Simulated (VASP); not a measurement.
Write the native input for VASP 6.6.1 that does the following.

| Property | Result |
| --- | --- |
| Task | single point |
| Functional | LDA |
| Potentials or basis | VASP PAW LDA potentials, release 64 (Cs_sv) |
| Cutoff | 520 eV |
| k mesh | 12 × 12 × 12 |
| Occupations | gaussian, width 0.15 eV |
| Spin | no spin polarisation |
| Dipole correction | no |
| Further INCAR settings | ALGO = Fast; EDIFF = 1e-07; NBANDS = 10 |

The structure of Cs lies in POSCAR:

```
Cs
1.0
   -2.7500754600      2.9150799876      4.0972389800
    2.7500754600     -2.9150799876      4.0972389800
    2.7500754600      2.9150799876     -4.0972389800
Cs
1
Direct
    0.0000000000      0.0000000000      0.0000000000
```

This cell differs from its parent crystal: strain +0.0600 x Voigt [0, 1, 0, 0, 0, 0].

One way to write it, as run:

INCAR

```
SYSTEM = Cs
ALGO     = Fast           ! electronic algorithm
EDIFF    = 1E-7           ! SCF threshold, eV
ENCUT    = 520            ! plane-wave cutoff, eV
GGA      = CA             ! functional
ISIF     = 2              ! what is computed and relaxed
ISMEAR   = 0              ! smearing method
LASPH    = .TRUE.         ! aspherical terms in the spheres
LCHARG   = .FALSE.        ! write CHGCAR
LREAL    = .FALSE.        ! projectors in reciprocal space
LWAVE    = .FALSE.        ! write WAVECAR
NBANDS   = 10             ! bands
NELM     = 80             ! most SCF steps
PREC     = Accurate       ! precision mode
SIGMA    = 0.15           ! smearing width, eV
```

KPOINTS

```
k-points
0
G
  12 12 12
  0 0 0
```

Potentials or basis: VASP PAW LDA potentials, release 64 (Cs_sv).

Command:

```bash
$ cat potpaw_LDA.64/Cs_sv/POTCAR > POTCAR
$ mpirun -np 1 vasp_std > vasp.out
```

It gave:

```json
{
  "Pressure": "-0.5 GPa",
  "Band gap on the k mesh": "zero (an odd number of electrons rules out a gap without spin polarisation)"
}
```

Caveat: the cell differs from its parent crystal (strain +0.0600 x Voigt [0, 1, 0, 0, 0, 0]); spin-orbit coupling is left out, which moves the levels of the heavy elements.

Run time: 2.8 min on 1 thread of Intel(R) Xeon(R) 6975P-C (Granite Rapids), with other jobs on the host, peak memory 0.48 GiB.
